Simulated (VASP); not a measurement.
Here is a VASP 6.6.1 calculation.

Contents of INCAR:

```
SYSTEM = CsP2
ALGO = Normal
EDIFF = 1E-6
ENCUT = 520
GGA = PE
ISIF = 2
ISMEAR = 0
LASPH = .True.
LCHARG = .False.
LREAL = .False.
LWAVE = .False.
NBANDS = 16
NELM = 100
PREC = Accurate
SIGMA = 0.1
```

Contents of KPOINTS:

```
k-points
0
Gamma
  12 12 12
  0 0 0
```

The input POSCAR:

```
CsP2
1.0
    0.0000000000      3.7327941318      3.7327941318
    3.7327941318      0.0000000000      3.7327941318
    3.7327941318      3.7327941318      0.0000000000
Cs P
1 2
Direct
    0.0000000000      0.0000000000      0.0000000000
    0.2500000000      0.2500000000      0.2500000000
    0.7500000000      0.7500000000      0.7500000000
```

Potentials or basis: VASP PAW PBE potentials, release 64 (Cs_sv, P).

Run with:

```bash
$ cat potpaw_PBE.64/Cs_sv/POTCAR potpaw_PBE.64/P/POTCAR > POTCAR
$ mpirun -np 1 vasp_std > vasp.out
```

(1) Estimate the pressure.

Answers

(1) 0.1 GPa.
